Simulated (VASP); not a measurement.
Here is a VASP 6.6.1 calculation.

INCAR

```
  ALGO = Normal
  EDIFF = 1E-7
  ENCUT = 520
  GGA = PE
  ISIF = 2
  ISMEAR = 0
  LASPH = True
  LCHARG = False
  LREAL = False
  LWAVE = False
  NBANDS = 22
  NELM = 80
  PREC = Accurate
  SIGMA = 0.1
```

KPOINTS

```
k-points
0
Gamma
  6 6 4
```

The input POSCAR:

```
Hf2B3
1.0
    4.5241681375      0.0000000034      0.0000000000
   -2.2620840717      3.9180445364      0.0000000000
    0.0000000000      0.0000000000      4.6926166734
Hf B
2 3
Direct
    0.3333333333      0.6666666667      0.5000000000
    0.6666666667      0.3333333333      0.5000000000
    0.0000000000      0.0000000000      0.8321186593
    0.0000000000      0.0000000000      0.1678813407
    0.0000000000      0.0000000000      0.5000000000
```

Potentials or basis: VASP PAW PBE potentials, release 64 (Hf_pv, B).

The run is started by

```console
$ cat potpaw_PBE.64/Hf_pv/POTCAR potpaw_PBE.64/B/POTCAR > POTCAR
$ mpirun -np 1 vasp_std > vasp.out
```

Problem. What does it give for the largest force?

Solution. 0.006 eV/Å.

Problem. Estimate the pressure.

Solution. -0.4 GPa.

Forces in eV/Å, atoms in the order of the input:
```
Hf   0.000  0.000  0.000
Hf   0.000  0.000  0.000
B    0.000  0.000  0.006
B    0.000  0.000 -0.006
B    0.000  0.000  0.000
```
